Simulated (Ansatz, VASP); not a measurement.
One calculation of GaAs, two programs

The input INCAR:

```
SYSTEM = GaAs
PREC = Accurate
ENCUT = 520
EDIFF = 1E-8
ISMEAR = -1
SIGMA = 0.05
LREAL = .False.
LASPH = .True.
NELM = 100
ALGO = Normal
ISIF = 2
LWAVE = .False.
LCHARG = .False.
GGA = CA
LEFG = .True.
NBANDS = 16
```

Contents of KPOINTS:

```
Automatic mesh
0
Gamma
  11 11 11
  0 0 0
```

The input POSCAR:

```
GaAs
1.0
    0.0000000000      2.8362415972      2.8362415972
    2.8362415972      0.0000000000      2.8362415972
    2.8362415972      2.8362415972      0.0000000000
Ga As
1 1
Direct
    0.0000000000      0.0000000000      0.0000000000
    0.7500000000      0.7500000000      0.7500000000
```

Input for Ansatz:

```yaml
crystal:
  lattice:
    - [0.0, 2.8362415972, 2.8362415972]
    - [2.8362415972, 0.0, 2.8362415972]
    - [2.8362415972, 2.8362415972, 0.0]
  atoms:
    - { symbol: Ga, position: [0.0, 0.0, 0.0] }
    - { symbol: As, position: [0.75, 0.75, 0.75] }
kpoints:
  mp_grid: { grid: [11, 11, 11] }
scf:
  occupations: { method: fermi_dirac, width: 0.05 }
hamiltonian:
  xc: lda
  pseudopotentials: { kind: paw }
output:
  forces: true
  stress: true
  eigenvalues: true
  efg: { contact_densities: true }
```

Change from the starting cell: volume scaled by 1.01, PAW files.

Alike in both runs: task electric field gradients; functional LDA; k mesh 11 × 11 × 11; occupations fermi-dirac, width 0.05 eV; no spin polarisation.

|  | VASP | Ansatz |
| --- | --- | --- |
| version | VASP 6.6.1 | Ansatz 0.2.0 |
| potentials or method | VASP PAW LDA potentials, release 64 (Ga_d, As) | PAW with Ansatz's default frozen-core files, scalar-relativistic |
| plane-wave cutoff (eV) | 520 | 420 |
| valence electrons in the cell | 18 | 28 |

```tsv
	VASP	Ansatz	Ansatz less VASP
pressure (GPa)	-2.2	-2.5	-0.27
```

LDA's correlation is that of Perdew and Zunger in VASP and of Perdew and Wang (1992) in Ansatz. VASP's potentials hold 18 valence electrons a cell and Ansatz's 28, so a difference there can come from the potentials and not from the codes.
